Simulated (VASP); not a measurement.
# As in VASP: notebook

Runs on As. Level: PBE. Tasks: single point.

Everything below comes from runs of VASP 6.6.1. Logs are shortened: lines on timing, memory, paths and dates and some standing lists are left out, and cuts for length are marked.

**1. The cell of the first run**

The cell holds a slab with vacuum, 2 atoms: a = 3.786 Å, b = 3.786 Å, c = 28.000 Å, α = 90.00°, β = 90.00°, γ = 120.00°.

**2. Single point, PBE**

INCAR reads:

```
SYSTEM = As
ALGO = Normal ; DIPOL = 0.5 0.5 0.500
EDIFF = 1E-6 ; ENCUT = 520
GGA = PE ; IDIPOL = 3
ISIF = 2 ; ISMEAR = 0
LASPH = .True. ; LCHARG = .True.
LDIPOL = .True. ; LELF = .True.
LREAL = .False. ; LVACPOTAV = .True.
LVHAR = .True. ; LWAVE = .False.
NBANDS = 12 ; NELM = 80
PREC = Accurate ; SIGMA = 0.02
```

KPOINTS reads:

```
k-points
0
Gamma
  9 9 1
  0 0 0
```

POSCAR reads:

```
As
1.0
    3.7860000000      0.0000000000      0.0000000000
   -1.8930000000      3.2787721787      0.0000000000
    0.0000000000      0.0000000000     28.0000000000
As
2
Direct
    0.3333333333      0.6666666667      0.5106428571
    0.6666666667      0.3333333333      0.4893571429
```

Potentials or basis: VASP PAW PBE potentials, release 64 (As).

Launch:

```sh
$ cat potpaw_PBE.64/As/POTCAR > POTCAR
$ mpirun -np 1 vasp_std > vasp.out
```

OUTCAR:

```text
SYSTEM = As
   EDIFF = 1E-6
   ENCUT = 520
   GGA = PE
   ISIF = 2
   ISMEAR = 0
   LASPH = .True.
   LREAL = .False.
   NELM = 80
   PREC = Accurate

 ion  position               nearest neighbor table
   1  0.333  0.667  0.511-   2 2.27   2 2.27   2 2.27
   2  0.667  0.333  0.489-   1 2.27   1 2.27   1 2.27

  LATTYP: Found a hexagonal cell.
 ALAT       =     3.7860000000
 C/A-ratio  =     7.3956682515

  Lattice vectors:

 A1 = (   3.7860000000,   0.0000000000,   0.0000000000)
 A2 = (  -1.8930000000,   3.2787721787,   0.0000000000)
 A3 = (   0.0000000000,   0.0000000000,  28.0000000000)

Analysis of symmetry for initial positions (statically):
=====================================================================
 Subroutine PRICEL returns:
 Original cell was already a primitive cell.

 Routine SETGRP: Setting up the symmetry group for a
 hexagonal supercell.

 Subroutine GETGRP returns: Found 12 space group operations
 (whereof 12 operations were pure point group operations)
 out of a pool of 24 trial point group operations.

The static configuration has the point symmetry D_3d.

Analysis of symmetry for dynamics (positions and initial velocities):
=====================================================================
 Subroutine PRICEL returns:
 Original cell was already a primitive cell.

 Routine SETGRP: Setting up the symmetry group for a
 hexagonal supercell.

 Subroutine GETGRP returns: Found 12 space group operations
 (whereof 12 operations were pure point group operations)
 out of a pool of 24 trial point group operations.

The dynamic configuration has the point symmetry D_3d.

 Subroutine INISYM returns: Found 12 space group operations
 (whereof 12 operations are pure point group operations),
 and found     1 'primitive' translations

----------------------------------------------------------------------------------------

                                     Primitive cell

  volume of cell :     347.5761

  direct lattice vectors                    reciprocal lattice vectors
     3.786000000  0.000000000  0.000000000     0.264131009  0.152496109  0.000000000
    -1.893000000  3.278772179  0.000000000     0.000000000  0.304992218  0.000000000
     0.000000000  0.000000000 28.000000000     0.000000000  0.000000000  0.035714286

  length of vectors
     3.786000000  3.786000000 28.000000000     0.304992218  0.304992218  0.035714286

  position of ions in fractional coordinates (direct lattice)
     0.333333333  0.666666667  0.510642857
     0.666666667  0.333333333  0.489357143

  ion indices of the primitive-cell ions
   primitive index   ion index
                 1           1
                 2           2

----------------------------------------------------------------------------------------

 KPOINTS: k-points

Automatic generation of k-mesh.
 Grid dimensions read from file:
 generate k-points for:    9    9    1

 Generating k-lattice:

  Cartesian coordinates                     Fractional coordinates (reciprocal lattice)
     0.029347890  0.016944012  0.000000000     0.111111111  0.000000000  0.000000000
     0.000000000  0.033888024  0.000000000     0.000000000  0.111111111  0.000000000
     0.000000000  0.000000000  0.035714286     0.000000000  0.000000000  1.000000000

  Length of vectors
     0.033888024  0.033888024  0.035714286

  Shift w.r.t. Gamma in fractional coordinates (k-lattice)
     0.000000000  0.000000000  0.000000000

 Subroutine IBZKPT returns following result:
 ===========================================

 Found     12 irreducible k-points:

 Following reciprocal coordinates:
            Coordinates               Weight
  0.000000  0.000000  0.000000      1.000000
  0.111111  0.000000  0.000000      6.000000
  0.222222  0.000000  0.000000      6.000000
  0.333333 -0.000000  0.000000      6.000000
  0.444444  0.000000  0.000000      6.000000
  0.111111  0.111111  0.000000      6.000000
  0.222222  0.111111  0.000000     12.000000
  0.333333  0.111111  0.000000     12.000000
  0.444444  0.111111  0.000000      6.000000
  0.222222  0.222222  0.000000      6.000000
  0.333333  0.222222  0.000000     12.000000
  0.333333  0.333333  0.000000      2.000000
   k-points           NKPTS =     12   k-points in BZ     NKDIM =     12   number of bands    NBANDS=     12
   number of dos      NEDOS =    301   number of ions     NIONS =      2
   total plane-waves  NPLWV = 164640
   dimension x,y,z NGX =    28 NGY =   28 NGZ =  210
   dimension x,y,z NGXF=    56 NGYF=   56 NGZF=  420
   ions per type =               2
   NGX,Y,Z   is equivalent  to a cutoff of  12.29, 12.29, 12.47 a.u.
   NGXF,Y,Z  is equivalent  to a cutoff of  24.59, 24.59, 24.94 a.u.
 SYSTEM =  As
   PREC   = accura    normal or accurate (medium, high low for compatibility)
   ISTART =      0    job   : 0-new  1-cont  2-samecut
   ICHARG =      2    charge: 1-file 2-atom 10-const
   ISPIN  =      1    spin polarized calculation?
   LNONCOLLINEAR =      F non collinear calculations
   LSORBIT =      F    spin-orbit coupling
   LASPH  =      T    aspherical Exc in radial PAW
   ENCUT  =  520.0 eV  38.22 Ry    6.18 a.u.   7.04  7.04 52.06*2*pi/ulx,y,z
   NELM   =     80;   NELMIN=  2; NELMDL= -5     # of ELM steps
   EDIFF  = 0.1E-05   stopping-criterion for ELM
   LREAL  =      F    real-space projection
   EDIFFG = 0.1E-04   stopping-criterion for IOM
   NSW    =      0    number of steps for IOM
   IBRION =     -1    ionic relax: 0-MD 1-quasi-New 2-CG
   NFREE  =      0    steps in history (QN), initial steepest desc. (CG)
   ISIF   =      2    stress and relaxation
   ISYM   =      2    0-nonsym 1-usesym 2-fastsym
   POTIM  = 0.5000    time-step for ionic-motion
   TEBEG  =    0.0;   TEEND  =   0.0 temperature during run
   PSTRESS=    0.0 pullay stress
   NELECT =      10.0000    total number of electrons
   NUPDOWN=      -1.0000    fix difference up-down
   EMIN   =  10.00;   EMAX   =-10.00  energy-range for DOS
   EFERMI =   0.00;   METHOD = LEGACY
   ISMEAR =     0;   SIGMA  =   0.02  broadening in eV -4-tet -1-fermi 0-gaus
   EFERMI_NEDOS =   21; number of points for ismear=-14 and -15
   IALGO  =     38    algorithm
   IMIX   =      4    mixing-type and parameters
     AMIX     =   0.40;   BMIX     =  1.00
     AMIX_MAG =   1.60;   BMIX_MAG =  1.00
  volume/ion in A,a.u.               =     173.79      1172.78
  Fermi-wavevector in a.u.,A,eV,Ry     =   0.501639  0.947961  3.423797  0.251642
  Thomas-Fermi vector in A             =   1.510253
   LORBIT       =      0    0 simple, 1 ext, 2 COOP (PROOUT), +10 PAW based schemes
   GGA     = PE    functional components
   LHFCALC =     F    Hartree Fock is set to
   AEXX    =    0.0000 exact exchange contribution
   IVDW    =     0    specifies the selected vdW correction
   LEPSILON=     F    determine dielectric tensor
   LRPA    =     F    only Hartree local field effects (RPA)
 non-spin polarized calculation
 Gauss-broadening in eV      SIGMA  =   0.02
  energy-cutoff  :      520.00
  volume of cell :      347.58
 maximum number of plane-waves:      9399
   NGX = 15   NGY = 15   NGZ =105

 number of electron      10.0000000 magnetization

 dipolmoment           0.000000      0.000000     -0.000000 electrons x Angstroem

 Free energy of the ion-electron system (eV)
  ---------------------------------------------------
  ext. energy  EPLUGINS =         0.00000000
  ---------------------------------------------------
  free energy    TOTEN  =        -7.31310620 eV

  energy without entropy =       -7.31133724  energy(sigma->0) =       -7.31222172

 E-fermi :  -3.0082     XC(G=0):  -1.6441

 val. band max:       -3.0085103034   @ k =   0.2222   0.1111   0.0000
 cond. band min:      -2.8894056694   @ k =   0.4444   0.1111   0.0000
 fundamental gap:      0.1191046340
 Fermi energy:        -3.0081708309

 k-point     1 :       0.0000    0.0000    0.0000
  band No.  band energies     occupation
      1     -18.7189      2.00000
      2      -9.0759      2.00000
      3      -6.6869      2.00000
      4      -6.6869      2.00000
      5      -5.3012      2.00000
      6      -1.8456      0.00000
      7      -1.3589      0.00000
      8      -1.3589      0.00000
      9       0.8805      0.00000
     10       1.1058      0.00000
     11       1.3733      0.00000
     12       1.6039      0.00000

 k-point     2 :       0.1111    0.0000    0.0000
  band No.  band energies     occupation
      1     -18.5678      2.00000
      2      -9.5056      2.00000
      3      -7.6046      2.00000
      4      -6.9567      2.00000
      5      -4.0549      2.00000
      6      -1.8877      0.00000
      7      -1.3503      0.00000
      8      -0.8146      0.00000
      9       1.0471      0.00000
     10       1.1858      0.00000
     11       1.4695      0.00000
     12       1.7745      0.00000

 k-point     3 :       0.2222    0.0000    0.0000
  band No.  band energies     occupation
      1     -18.1217      2.00000
      2     -11.0350      2.00000
      3      -7.6591      2.00000
      4      -7.5032      2.00000
      5      -3.5689      2.00000
      6      -2.1400      0.00000
      7      -0.2447      0.00000
      8       0.4953      0.00000
      9       1.2245      0.00000
     10       1.5495      0.00000
     11       1.9160      0.00000
     12       2.2827      0.00000
[... 106 lines left out ...]
 k-point    11 :       0.3333    0.2222    0.0000
  band No.  band energies     occupation
      1     -16.1662      2.00000
      2     -14.4420      2.00000
      3      -9.6725      2.00000
      4      -5.9043      2.00000
      5      -4.3796      2.00000
      6      -0.8971      0.00000
      7       0.7260      0.00000
      8       1.6995      0.00000
      9       2.7331      0.00000
     10       3.8911      0.00000
     11       4.1989      0.00000
     12       4.4808      0.00000

 k-point    12 :       0.3333    0.3333    0.0000
  band No.  band energies     occupation
      1     -15.3164      2.00000
      2     -15.3164      2.00000
      3     -10.0408      2.00000
      4      -5.1236      2.00000
      5      -5.1236      2.00000
      6       0.3711      0.00000
      7       1.2141      0.00000
      8       1.2141      0.00000
      9       2.7679      0.00000
     10       3.5749      0.00000
     11       3.5749      0.00000
     12       5.0636      0.00000

------------------------ aborting loop because EDIFF is reached ----------------------------------------

  FORCE on cell =-STRESS in cart. coord.  units (eV):
  Direction    XX          YY          ZZ          XY          YZ          ZX
  --------------------------------------------------------------------------------------
  -------------------------------------------------------------------------------------
  Total        9.0185945      9.0185945      1.6981291      0.0000000     -0.0000000      0.0000000
  in kB       41.5718702     41.5718702      7.8276500      0.0000000     -0.0000000      0.0000000
  external PRESSURE =      30.3237968 kB  Pullay stress =       0.0000000 kB

 VOLUME and BASIS-vectors are now :
 -----------------------------------------------------------------------------
  energy-cutoff  :      520.00
  volume of cell :      347.58
      direct lattice vectors                 reciprocal lattice vectors
     3.786000000  0.000000000  0.000000000     0.264131009  0.152496109  0.000000000
    -1.893000000  3.278772179  0.000000000     0.000000000  0.304992218  0.000000000
     0.000000000  0.000000000 28.000000000     0.000000000  0.000000000  0.035714286

 POSITION                                       TOTAL-FORCE (eV/Angst)
 -----------------------------------------------------------------------------------
     -0.00000      2.18585     14.29800         0.000000      0.000000      2.852052
      1.89300      1.09292     13.70200        -0.000000     -0.000000     -2.852052
 -----------------------------------------------------------------------------------
    total drift:                                0.000000      0.000000      0.000000

  FREE ENERGIE OF THE ION-ELECTRON SYSTEM (eV)
  ---------------------------------------------------
  free  energy   TOTEN  =        -7.3131061992 eV

  energy  without entropy=       -7.3113372351  energy(sigma->0) =       -7.31222172

 vacuum level on the upper side and lower side of the slab         1.199         1.199
```

Wall time 44 s (1 thread of Intel Xeon 6975P-C (Granite Rapids), shared host); peak memory 0.37 GiB.

Results:

| Item | Value |
| --- | --- |
| Free energy | -7.3131 eV |
| Largest force | 2.852 eV/Å |
| Band gap on the k mesh | zero (band 5 reaches -3.01 eV, above the bottom of band 6 at -3.63 eV) |

Forces in eV/Å, atoms in the order of the input:
```
As   0.000  0.000  2.852
As   0.000  0.000 -2.852
```

Levels at points of the mesh, in eV from the Fermi level:
```tsv
k point	band 2	band 3	band 4	band 5	band 6	band 7	band 8	band 9
(0.00, 0.00, 0.00)	-6.07	-3.68	-3.68	-2.29	1.16	1.65	1.65	3.89
```

**3. Single point, PBE**

INCAR reads:

```
PREC = Accurate ; ENCUT = 520
EDIFF = 1E-7 ; ISMEAR = 0
SIGMA = 0.02 ; LREAL = False
LASPH = True ; NELM = 60
ALGO = Normal ; ISIF = 2
LWAVE = False ; LCHARG = False
LDIPOL = True ; IDIPOL = 3
DIPOL = 0.5 0.5 0.500 ; GGA = PE
NBANDS = 12
```

KPOINTS reads:

```
Automatic mesh
0
Gamma
  9 9 1
```

POSCAR reads:

```
As
1.0
    3.7860000000      0.0000000000      0.0000000000
   -1.8930000000      3.2787721787      0.0000000000
    0.0000000000      0.0000000000     28.0000000000
As
2
Direct
    0.3333333333      0.6666666667      0.5212857143
    0.6666666667      0.3333333333      0.4787142857
```

Potentials or basis: VASP PAW PBE potentials, release 64 (As).

Launch:

```sh
$ cat potpaw_PBE.64/As/POTCAR > POTCAR
$ mpirun -np 1 vasp_std > vasp.out
```

Run time: 51 s. Hardware: 1 thread of Intel Xeon 6975P-C (Granite Rapids), shared host; peak memory 0.37 GiB.

Results (log left out):

| Item | Value |
| --- | --- |
| Free energy | -9.0914 eV |
| Largest force | 1.866 eV/Å |
| Band gap on the k mesh | 0.17 eV, indirect (least direct gap 0.18 eV) |

Forces in eV/Å, atoms in the order of the input:
```
As   0.000  0.000  1.866
As   0.000  0.000 -1.866
```

Levels at points of the mesh, in eV from the valence-band top:
```csv
k point,band 2,band 3,band 4,band 5,band 6,band 7,band 8,band 9
"(0.00, 0.00, 0.00)",-6.88,-1.37,-1.37,-0.01,0.17,2.59,2.59,4.74
```

**4. Single point, PBE**

This run uses another cell than the first one, of 138.60 Å³/atom, 0.797 times its volume.

INCAR reads:

```
PREC = Accurate
ENCUT = 520
EDIFF = 1E-6
ISMEAR = 0
SIGMA = 0.02
LREAL = False
LASPH = True
NELM = 100
ALGO = Normal
ISIF = 2
LWAVE = False
LCHARG = True
LDIPOL = True
IDIPOL = 3
DIPOL = 0.5 0.5 0.500
GGA = PE
LELF = True
LVHAR = True
LVACPOTAV = True
NBANDS = 12
```

KPOINTS reads:

```
regular mesh
0
Gamma
  9 9 1
```

POSCAR reads:

```
As
1.0
    3.3810000000      0.0000000000      0.0000000000
   -1.6905000000      2.9280318902      0.0000000000
    0.0000000000      0.0000000000     28.0000000000
As
2
Direct
    0.3333333333      0.6666666667      0.5106428571
    0.6666666667      0.3333333333      0.4893571429
```

Launch:

```sh
$ cat potpaw_PBE.64/As/POTCAR > POTCAR
$ mpirun -np 1 vasp_std > vasp.out
```

Run time: 1.7 min. Hardware: 1 thread of Intel Xeon Platinum 8488C (Sapphire Rapids), shared host; peak memory 0.39 GiB.

The run converged. Its results:

| Quantity | Value |
| --- | --- |
| Free energy | -3.8214 eV |
| Largest force | 8.589 eV/Å |
| Band gap on the k mesh | zero (band 5 reaches -1.80 eV, above the bottom of band 6 at -3.33 eV) |

Forces in eV/Å, atoms in the order of the input:
```
As   0.000  0.000  8.589
As   0.000  0.000 -8.589
```

Levels at points of the mesh, in eV from the Fermi level:
```
           k point  band 2  band 3  band 4  band 5  band 6  band 7  band 8  band 9
(0.00, 0.00, 0.00)   -7.49   -4.39   -4.39   -0.26    0.26    1.47    1.47    3.22
```

**5. Single point, PBE**

This run uses another cell than the first one, of 138.60 Å³/atom, 0.797 times its volume.

INCAR reads:

```
SYSTEM = As
  PREC = Accurate
  ENCUT = 520
  EDIFF = 1E-7
  ISMEAR = 0
  SIGMA = 0.02
  LREAL = .False.
  LASPH = .True.
  NELM = 80
  ALGO = Normal
  ISIF = 2
  LWAVE = .False.
  LCHARG = .True.
  LDIPOL = .True.
  IDIPOL = 3
  DIPOL = 0.5 0.5 0.500
  GGA = PE
  LELF = .True.
  LVHAR = .True.
  LVACPOTAV = .True.
  NBANDS = 12
```

KPOINTS reads:

```
Automatic mesh
0
Gamma
  9 9 1
  0 0 0
```

POSCAR reads:

```
As
1.0
    3.3810000000      0.0000000000      0.0000000000
   -1.6905000000      2.9280318902      0.0000000000
    0.0000000000      0.0000000000     28.0000000000
As
2
Direct
    0.3333333333      0.6666666667      0.5212857143
    0.6666666667      0.3333333333      0.4787142857
```

Launch:

```sh
$ cat potpaw_PBE.64/As/POTCAR > POTCAR
$ mpirun -np 1 vasp_std > vasp.out
```

Wall time 2.1 min (1 thread of Intel Xeon Platinum 8488C (Sapphire Rapids), shared host); peak memory 0.38 GiB.

Results (log left out):

| Quantity | Value |
| --- | --- |
| Free energy | -8.5249 eV |
| Largest force | 4.637 eV/Å |
| Band gap on the k mesh | 1.66 eV, indirect (least direct gap 2.04 eV) |
| Ionisation potential of the upper face | 5.72 eV |

Forces on the atoms (eV/Å):
```
As   0.000  0.000  4.637
As   0.000  0.000 -4.637
```

Levels at points of the mesh, in eV from the valence-band top:
```tsv
k point	band 1	band 2	band 3	band 4	band 5	band 6	band 7	band 8	band 9	band 10
(0.00, 0.00, 0.00)	-15.44	-6.91	-0.44	-0.44	-0.31	2.66	3.91	3.91	4.99	5.47
```
